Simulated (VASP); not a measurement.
Write the native input for VASP 6.6.1 that does the following.

```
Task                   : single point
Functional             : PBE
Potentials or basis    : VASP PAW PBE potentials, release 64 (I)
Cutoff                 : 520 eV
k mesh                 : 9 × 9 × 9
Occupations            : fermi-dirac, width 0.05 eV
Spin                   : no spin polarisation
Dipole correction      : no
Further INCAR settings : ALGO = Normal; EDIFF = 1e-06; NBANDS = 10
```

The structure of I lies in POSCAR:

```
I
1.0
    0.0000000000      2.3812671275      3.9357338680
    2.2067640717      0.0000000000      3.9357338680
    2.2067640717      2.3812671275      0.0000000000
I
1
Direct
    0.0000000000      0.0000000000      0.0000000000
```

This cell differs from its parent crystal: volume scaled by 1.02.

These files were run (other wordings do the same):

INCAR

```
PREC = Accurate
ENCUT = 520
EDIFF = 1E-6
ISMEAR = -1
SIGMA = 0.05
LREAL = False
LASPH = True
NELM = 60
ALGO = Normal
ISIF = 2
LWAVE = False
LCHARG = False
GGA = PE
NBANDS = 10
```

KPOINTS

```
Automatic mesh
0
Gamma
  9 9 9
```

Potentials or basis: VASP PAW PBE potentials, release 64 (I).

The run is started by

```console
$ cat potpaw_PBE.64/I/POTCAR > POTCAR
$ mpirun -np 1 vasp_std > vasp.out
```

It gave:

The pressure is -0.1 GPa.

Caveat: an odd number of electrons without spin polarisation forces a metal; a magnetic or distorted state may lie lower.

Wall time 14 s on 1 thread of Intel(R) Xeon(R) 6975P-C (Granite Rapids), on a shared host, peak memory 0.2 GiB.
